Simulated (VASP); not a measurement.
Wanted: the native input for a VASP 6.6.1 run.

* Task: relaxation of cell and atoms
* Functional: PBEsol
* Potentials or basis: VASP PAW PBE potentials, release 64 (Rh_pv)
* Cutoff: 600 eV
* k mesh: 18 × 18 × 10
* Occupations: gaussian, width 0.1 eV
* Spin: no spin polarisation
* Target pressure: 25 GPa
* Dipole correction: no
* Further INCAR settings: ALGO = Fast; EDIFF = 1e-07; IBRION = 2; EDIFFG = -0.008; NSW = 70; ISIF = 3

The structure of Rh lies in POSCAR:

```
Rh
1.0
    2.6228596901      0.0000000000      0.0000000000
   -1.3114298451      2.2714631222      0.0000000000
    0.0000000000      0.0000000000      4.2268653320
Rh
2
Direct
    0.6666666667      0.3333333333      0.7500000000
    0.3333333333      0.6666666667      0.2500000000
```

This isn't the form of Rh at room conditions, which is fcc.

These files were run (other wordings do the same):

INCAR

```
SYSTEM = Rh
  ALGO = Fast
  EDIFF = 1E-7
  EDIFFG = -0.008
  ENCUT = 600
  GGA = PS
  IBRION = 2
  ISIF = 3
  ISMEAR = 0
  LASPH = .True.
  LCHARG = .False.
  LREAL = .False.
  LWAVE = .False.
  NELM = 80
  NSW = 70
  PREC = Accurate
  PSTRESS = 250.0
  SIGMA = 0.1
```

KPOINTS

```
k-points
0
Gamma
  18 18 10
  0 0 0
```

Potentials or basis: VASP PAW PBE potentials, release 64 (Rh_pv).

Launch:

```console
$ cat potpaw_PBE.64/Rh_pv/POTCAR > POTCAR
$ mpirun -np 1 vasp_std > vasp.out
```

Results of the run:

```json
{
 "Relaxed volume": "12.61 Å³/atom",
 "Relaxed cell": "a = 2.624 Å, b = 2.624 Å, c = 4.232 Å, α = 90.00°, β = 90.00°, γ = 120.00°",
 "Space group after relaxing (to 0.1 Å)": "P6_3/mmc (No. 194)",
 "Energy change on relaxing (the run minimises the enthalpy)": "-3.6 meV/atom",
 "Ionic steps": "8",
 "Pressure after relaxing": "25.0 GPa",
 "Band gap on the k mesh": "zero (bands 15 and 16 overlap by 2.82 eV)"
}
```

Caveat: the cell is relaxed towards a set pressure, so the run minimises the enthalpy, not the energy; the PAW data sets were made with another functional, which shifts forces and pressure a little.

Run time: 6.5 min on 1 thread of Intel(R) Xeon(R) Platinum 8488C (Sapphire Rapids), with other jobs on the host, peak memory 0.24 GiB.
